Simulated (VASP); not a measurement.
# AlW16 (a cell with a defect) in VASP: single point with PBE

Aim: the single point of AlW16 (a cell with a defect) with PBE.

All numbers are computed with VASP 6.6.1; they aren't measurements. Logs are shortened: lines on timing, memory, paths and dates and some standing lists are left out, and cuts for length are marked.

## 1. The cell of the first run

The cell holds a defect, 17 atoms: a = 6.320 Å, b = 6.320 Å, c = 6.320 Å, α = 90.00°, β = 90.00°, γ = 90.00°.

## 2. Single point, PBE

The input, INCAR:

```
PREC     = Accurate       # precision mode
ENCUT    = 520            # plane-wave cutoff, eV
EDIFF    = 1E-6           # SCF threshold, eV
ISMEAR   = 0              # smearing method
SIGMA    = 0.15           # smearing width, eV
LREAL    = Auto         
LASPH    = True           # aspherical terms in the spheres
NELM     = 80             # most SCF steps
ALGO     = Normal         # electronic algorithm
ISIF     = 2              # what is computed and relaxed
LWAVE    = False          # write WAVECAR
LCHARG   = False          # write CHGCAR
GGA      = PE             # functional
NBANDS   = 128            # bands
```

The input, KPOINTS:

```
Automatic mesh
0
Gamma
  3 3 3
```

The input, POSCAR:

```
AlW16
1.0
    6.3200000000      0.0000000000      0.0000000000
    0.0000000000      6.3200000000      0.0000000000
    0.0000000000      0.0000000000      6.3200000000
W Al
16 1
Direct
    0.0084902495     -0.0114564964     -0.0043205503
    0.5090849520     -0.0035133674     -0.0033522758
   -0.0831962816      0.4372614274      0.0556363585
    0.0056592182      0.0003519281      0.4920983959
    0.2556618775      0.2515251078      0.2410316062
    0.5206749715      0.4950747638     -0.0025036768
    0.5153194478      0.0062699378      0.4862679405
    0.7375929889      0.2201449407      0.2723892227
    0.0085739941      0.4969797778      0.5039788985
    0.2581347989      0.7489183812      0.2474049170
    0.2582217045      0.2449206105      0.7435562365
    0.5089159217      0.4960218776      0.4961671077
    0.7537982775      0.7538719896      0.2551897951
    0.7539297272      0.2375159274      0.7387333635
    0.2994493634      0.8014705388      0.6913992749
    0.7685835711      0.7451418112      0.7474857247
    0.1670281480      0.5865668141     -0.0945583288
```

Potentials or basis: VASP PAW PBE potentials, release 64 (W_sv, Al).

On the command line:

```console
$ cat potpaw_PBE.64/W_sv/POTCAR potpaw_PBE.64/Al/POTCAR > POTCAR
$ mpirun -np 1 vasp_std > vasp.out
```

OUTCAR:

```text
PREC = Accurate
   ENCUT = 520
   EDIFF = 1E-6
   ISMEAR = 0
   LREAL = Auto
   LASPH = True
   NELM = 80
   ISIF = 2
   GGA = PE

 ion  position               nearest neighbor table
   1  0.008  0.989  0.996-  16 2.67  10 2.70  13 2.74   5 2.76  11 2.77  14 2.78  17 2.79   8 2.85
                            15 2.91   3 2.92   4 3.14   2 3.16   2 3.16   4 3.18
   2  0.509  0.996  0.997-  15 2.65   8 2.67  14 2.72  13 2.72  10 2.73  11 2.75   5 2.75  16 2.77
                             7 3.10   6 3.15   1 3.16   1 3.16   6 3.17   7 3.23  17 3.42
   3  0.917  0.437  0.056-  17 2.07   8 2.25   6 2.56  13 2.58  14 2.58   5 2.71  16 2.91   9 2.92
                             1 2.92  10 3.16  11 3.17
   4  0.006  0.000  0.492-  15 2.57   8 2.59  13 2.68  14 2.68  16 2.73  11 2.73  10 2.73   5 2.74
                             7 3.10   1 3.14   9 3.14   9 3.18   1 3.18   7 3.22
   5  0.256  0.252  0.241-   3 2.71   7 2.74   4 2.74   6 2.75   2 2.75  12 2.75   9 2.76   1 2.76
                            17 3.05   8 3.06  10 3.14  11 3.14  11 3.18  10 3.18   8 3.29
   6  0.521  0.495  0.997-  17 2.38   3 2.56  16 2.73  14 2.74  13 2.74   5 2.75  10 2.80  11 2.80
                             8 2.81  15 3.07   2 3.15  12 3.15  12 3.17   2 3.17
   7  0.515  0.006  0.486-  15 2.28   8 2.37  13 2.64  14 2.64   5 2.74  11 2.75  10 2.75  16 2.83
                             2 3.10  12 3.10   4 3.10   4 3.22  12 3.23   2 3.23
   8  0.738  0.220  0.272-   3 2.25   7 2.37   4 2.59   2 2.67  12 2.67   6 2.81   1 2.85   9 2.85
                            13 2.95  14 2.95   5 3.06   5 3.29  14 3.38  13 3.38
   9  0.009  0.497  0.504-  16 2.67  11 2.71  14 2.73   5 2.76  10 2.77  13 2.78  17 2.79   8 2.85
                            15 2.91   3 2.92   4 3.14  12 3.16  12 3.16   4 3.18
  10  0.258  0.749  0.247-  17 2.46   1 2.70   4 2.73   2 2.73  12 2.75   7 2.75   9 2.77   6 2.80
                            15 2.84  13 3.13   5 3.14   3 3.16   5 3.18  13 3.19
  11  0.258  0.245  0.744-  17 2.46   9 2.71   4 2.73  12 2.73   2 2.75   7 2.75   1 2.77   6 2.80
                            15 2.83  14 3.13   5 3.14   3 3.17   5 3.18  14 3.19
  12  0.509  0.496  0.496-  15 2.65   8 2.67  13 2.71  14 2.72  11 2.73  10 2.75   5 2.75  16 2.77
                             7 3.10   6 3.15   9 3.16   9 3.16   6 3.17   7 3.23  17 3.42
  13  0.754  0.754  0.255-   3 2.58   7 2.64   4 2.68  12 2.71   2 2.72   1 2.74   6 2.74   9 2.78
                             8 2.95  16 3.11  10 3.13  10 3.19  16 3.21   8 3.38
  14  0.754  0.238  0.739-   3 2.58   7 2.64   4 2.68   2 2.72  12 2.72   9 2.73   6 2.74   1 2.78
                             8 2.95  16 3.11  11 3.13  11 3.19  16 3.21   8 3.38
  15  0.299  0.801  0.691-  17 2.09   7 2.28   4 2.57   2 2.65  12 2.65  11 2.83  10 2.84   1 2.91
                             9 2.91  16 3.01   6 3.07  16 3.39
  16  0.769  0.745  0.747-   1 2.67   9 2.67   6 2.73   4 2.73   2 2.77  12 2.77   7 2.83  17 2.89
                             3 2.91  15 3.01  13 3.11  14 3.11  14 3.21  13 3.21  15 3.39
  17  0.167  0.587  0.905-   3 2.07  15 2.09   6 2.38  11 2.46  10 2.46   9 2.79   1 2.79  16 2.89
                             5 3.05  12 3.42   2 3.42

  LATTYP: Found a simple cubic cell.
 ALAT       =     6.3200000000

  Lattice vectors:

 A1 = (   6.3200000000,   0.0000000000,   0.0000000000)
 A2 = (   0.0000000000,   6.3200000000,   0.0000000000)
 A3 = (   0.0000000000,   0.0000000000,   6.3200000000)

Analysis of symmetry for initial positions (statically):
=====================================================================
 Subroutine PRICEL returns:
 Original cell was already a primitive cell.

 Routine SETGRP: Setting up the symmetry group for a
 simple cubic supercell.

 Subroutine GETGRP returns: Found  1 space group operations
 (whereof  1 operations were pure point group operations)
 out of a pool of 48 trial point group operations.

The static configuration has the point symmetry C_1 .

Analysis of symmetry for dynamics (positions and initial velocities):
=====================================================================
 Subroutine PRICEL returns:
 Original cell was already a primitive cell.

 Routine SETGRP: Setting up the symmetry group for a
 simple cubic supercell.

 Subroutine GETGRP returns: Found  1 space group operations
 (whereof  1 operations were pure point group operations)
 out of a pool of 48 trial point group operations.

The dynamic configuration has the point symmetry C_1 .

 Subroutine INISYM returns: Found  1 space group operations
 (whereof  1 operations are pure point group operations),
 and found     1 'primitive' translations

----------------------------------------------------------------------------------------

                                     Primitive cell

  volume of cell :     252.4360

  direct lattice vectors                    reciprocal lattice vectors
     6.320000000  0.000000000  0.000000000     0.158227848  0.000000000  0.000000000
     0.000000000  6.320000000  0.000000000     0.000000000  0.158227848  0.000000000
[... 62 lines left out ...]
  Shift w.r.t. Gamma in fractional coordinates (k-lattice)
     0.000000000  0.000000000  0.000000000

 Subroutine IBZKPT returns following result:
 ===========================================

 Found     14 irreducible k-points:

 Following reciprocal coordinates:
            Coordinates               Weight
  0.000000  0.000000  0.000000      1.000000
  0.333333  0.000000  0.000000      2.000000
  0.000000  0.333333  0.000000      2.000000
  0.000000  0.000000  0.333333      2.000000
  0.333333  0.333333  0.000000      2.000000
  0.000000  0.333333  0.333333      2.000000
  0.333333  0.000000  0.333333      2.000000
 -0.333333  0.333333  0.000000      2.000000
 -0.333333  0.000000  0.333333      2.000000
  0.000000 -0.333333  0.333333      2.000000
  0.333333  0.333333  0.333333      2.000000
 -0.333333  0.333333  0.333333      2.000000
 -0.333333 -0.333333  0.333333      2.000000
  0.333333 -0.333333  0.333333      2.000000
   k-points           NKPTS =     14   k-points in BZ     NKDIM =     14   number of bands    NBANDS=    128
   number of dos      NEDOS =    301   number of ions     NIONS =     17
   total plane-waves  NPLWV = 110592
   dimension x,y,z NGX =    48 NGY =   48 NGZ =   48
   dimension x,y,z NGXF=    96 NGYF=   96 NGZF=   96
   ions per type =              16   1
   NGX,Y,Z   is equivalent  to a cutoff of  12.63, 12.63, 12.63 a.u.
   NGXF,Y,Z  is equivalent  to a cutoff of  25.25, 25.25, 25.25 a.u.
 SYSTEM =  unknown system
   PREC   = accura    normal or accurate (medium, high low for compatibility)
   ISTART =      0    job   : 0-new  1-cont  2-samecut
   ICHARG =      2    charge: 1-file 2-atom 10-const
   ISPIN  =      1    spin polarized calculation?
   LNONCOLLINEAR =      F non collinear calculations
   LSORBIT =      F    spin-orbit coupling
   LASPH  =      T    aspherical Exc in radial PAW
   ENCUT  =  520.0 eV  38.22 Ry    6.18 a.u.  11.75 11.75 11.75*2*pi/ulx,y,z
   NELM   =     80;   NELMIN=  2; NELMDL= -5     # of ELM steps
   EDIFF  = 0.1E-05   stopping-criterion for ELM
   LREAL  =      T    real-space projection
   EDIFFG = 0.1E-04   stopping-criterion for IOM
   NSW    =      0    number of steps for IOM
[... 5 lines left out ...]
   TEBEG  =    0.0;   TEEND  =   0.0 temperature during run
   PSTRESS=    0.0 pullay stress
   NELECT =     227.0000    total number of electrons
   NUPDOWN=      -1.0000    fix difference up-down
   EMIN   =  10.00;   EMAX   =-10.00  energy-range for DOS
   EFERMI =   0.00;   METHOD = LEGACY
   ISMEAR =     0;   SIGMA  =   0.15  broadening in eV -4-tet -1-fermi 0-gaus
   EFERMI_NEDOS =   21; number of points for ismear=-14 and -15
   IALGO  =     38    algorithm
   IMIX   =      4    mixing-type and parameters
     AMIX     =   0.40;   BMIX     =  1.00
     AMIX_MAG =   1.60;   BMIX_MAG =  1.00
  volume/ion in A,a.u.               =      14.85       100.21
  Fermi-wavevector in a.u.,A,eV,Ry     =   1.580155  2.986060 33.972251  2.496890
  Thomas-Fermi vector in A             =   2.680426
   LORBIT       =      0    0 simple, 1 ext, 2 COOP (PROOUT), +10 PAW based schemes
   GGA     = PE    functional components
   LHFCALC =     F    Hartree Fock is set to
   AEXX    =    0.0000 exact exchange contribution
   IVDW    =     0    specifies the selected vdW correction
   LEPSILON=     F    determine dielectric tensor
   LRPA    =     F    only Hartree local field effects (RPA)
 non-spin polarized calculation
 Gauss-broadening in eV      SIGMA  =   0.15
  energy-cutoff  :      520.00
  volume of cell :      252.44
 maximum number of plane-waves:      6859
   NGX = 23   NGY = 23   NGZ = 23

 number of electron     227.0000004 magnetization

 Free energy of the ion-electron system (eV)
  ---------------------------------------------------
  ext. energy  EPLUGINS =         0.00000000
  ---------------------------------------------------
  free energy    TOTEN  =      -199.68851786 eV

  energy without entropy =     -199.61089697  energy(sigma->0) =     -199.64970742

 E-fermi :  12.0963     XC(G=0): -13.7963

 val. band max:       12.0734925851   @ k =   0.0000  -0.3333   0.3333
 cond. band min:      12.0998031723   @ k =   0.3333   0.0000   0.0000
 fundamental gap:      0.0263105872
 Fermi energy:        12.0963038944

 k-point     1 :       0.0000    0.0000    0.0000
  band No.  band energies     occupation
      1     -62.0218      2.00000
      2     -61.9429      2.00000
      3     -61.9306      2.00000
      4     -61.8741      2.00000
      5     -61.8645      2.00000
      6     -61.8496      2.00000
[... 1781 lines left out ...]
    124      13.9177      0.00000
    125      14.0158      0.00000
 [bands above 125 left out]

------------------------ aborting loop because EDIFF is reached ----------------------------------------

  FORCE on cell =-STRESS in cart. coord.  units (eV):
  Direction    XX          YY          ZZ          XY          YZ          ZX
  --------------------------------------------------------------------------------------
  -------------------------------------------------------------------------------------
  Total       58.9384743     54.7403796     54.6526570     17.2600082    -14.8825659    -17.2852438
  in kB      374.0746142    347.4298688    346.8731049    109.5469636    -94.4576556   -109.7071305
  external PRESSURE =     356.1258627 kB  Pullay stress =       0.0000000 kB

 VOLUME and BASIS-vectors are now :
 -----------------------------------------------------------------------------
  energy-cutoff  :      520.00
  volume of cell :      252.44
      direct lattice vectors                 reciprocal lattice vectors
     6.320000000  0.000000000  0.000000000     0.158227848  0.000000000  0.000000000
     0.000000000  6.320000000  0.000000000     0.000000000  0.158227848  0.000000000
     0.000000000  0.000000000  6.320000000     0.000000000  0.000000000  0.158227848

 POSITION                                       TOTAL-FORCE (eV/Angst)
 -----------------------------------------------------------------------------------
      0.05366      6.24759      6.29269         0.004057      0.010539     -0.014952
      3.21742      6.29780      6.29881        -0.009150      0.007996      0.004933
      5.79420      2.76349      0.35162         0.171864      0.176246     -0.186210
      0.03577      0.00222      3.11006         0.000452      0.008255      0.008290
      1.61578      1.58964      1.52332         0.020422     -0.003108      0.001162
      3.29067      3.12887      6.30418        -0.032634      0.010368     -0.007429
[... 9 lines left out ...]
      4.85745      4.70930      4.72411         0.010722     -0.006199      0.003261
      1.05562      3.70710      5.72239         0.012829     -0.007367      0.002954
 -----------------------------------------------------------------------------------
    total drift:                               -0.005006     -0.002658      0.000386

  FREE ENERGIE OF THE ION-ELECTRON SYSTEM (eV)
  ---------------------------------------------------
  free  energy   TOTEN  =      -199.6885178628 eV

  energy  without entropy=     -199.6108969680  energy(sigma->0) =     -199.64970742
```

Run time: 17 min. Hardware: 1 thread of Intel Xeon Platinum 8375C at 2.90GHz (Ice Lake), shared host; peak memory 0.48 GiB.

What came out:

```yaml
Free_energy: -199.6885 eV
Pressure: 35.6 GPa
Largest_force: 0.309 eV/Å
Band_gap_on_the_k_mesh: zero (an odd number of electrons rules out a gap without spin polarisation)
```

Forces on the atoms (eV/Å):
```
W    0.004  0.011 -0.015
W   -0.009  0.008  0.005
W    0.172  0.176 -0.186
W    0.000  0.008  0.008
W    0.020 -0.003  0.001
W   -0.033  0.010 -0.007
W    0.070  0.059 -0.055
W   -0.088 -0.104  0.115
W   -0.005  0.003 -0.003
W   -0.005 -0.005 -0.011
W   -0.009  0.013  0.008
W    0.003 -0.009 -0.007
W   -0.001  0.006  0.009
W    0.002 -0.010 -0.006
W   -0.145 -0.149  0.138
W    0.011 -0.006  0.003
Al   0.013 -0.007  0.003
```

Caveat: spin-orbit coupling is left out, which moves the levels of the heavy elements.

The gap in the log of VASP goes by the Fermi energy; the results here count the filled bands.